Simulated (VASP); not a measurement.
Input of a VASP 6.6.1 run:

File INCAR:

```
SYSTEM = CaCu2S2
PREC     = Accurate       ! precision mode
ENCUT    = 520            ! plane-wave cutoff, eV
EDIFF    = 1E-6           ! SCF threshold, eV
ISMEAR   = 0              ! smearing method
SIGMA    = 0.02           ! smearing width, eV
LREAL    = .False.        ! projectors in reciprocal space
LASPH    = .True.         ! aspherical terms in the spheres
NELM     = 100            ! most SCF steps
ALGO     = Normal         ! electronic algorithm
ISIF     = 2              ! what is computed and relaxed
LWAVE    = .False.        ! write WAVECAR
LCHARG   = .True.         ! write CHGCAR
GGA      = PE             ! functional
LELF     = .True.         ! ELF
LVHAR    = .True.       
NBANDS   = 30             ! bands
```

Contents of KPOINTS:

```
regular mesh
0
Gamma
  9 9 4
  0 0 0
```

POSCAR

```
CaCu2S2
1.0
    3.9216564847      0.0000000000      0.0000000000
   -1.9608282424      3.3962541407      0.0000000000
    0.0000000000      0.0000000000      6.5339599431
Ca Cu S
1 2 2
Direct
    0.0000000000      0.0000000000      0.0000000000
    0.3333333333      0.6666666667      0.3728031391
    0.6666666667      0.3333333333      0.6271968609
    0.3333333333      0.6666666667      0.7415071275
    0.6666666667      0.3333333333      0.2584928725
```

Potentials or basis: VASP PAW PBE potentials, release 64 (Ca_sv, Cu, S).

Command:

```console
$ cat potpaw_PBE.64/Ca_sv/POTCAR potpaw_PBE.64/Cu/POTCAR potpaw_PBE.64/S/POTCAR > POTCAR
$ mpirun -np 1 vasp_std > vasp.out
```

Q: Predict the band gap on the k mesh.

A: 1.09 eV, direct.

Q: What does it give for the pressure?

A: 0.3 GPa.
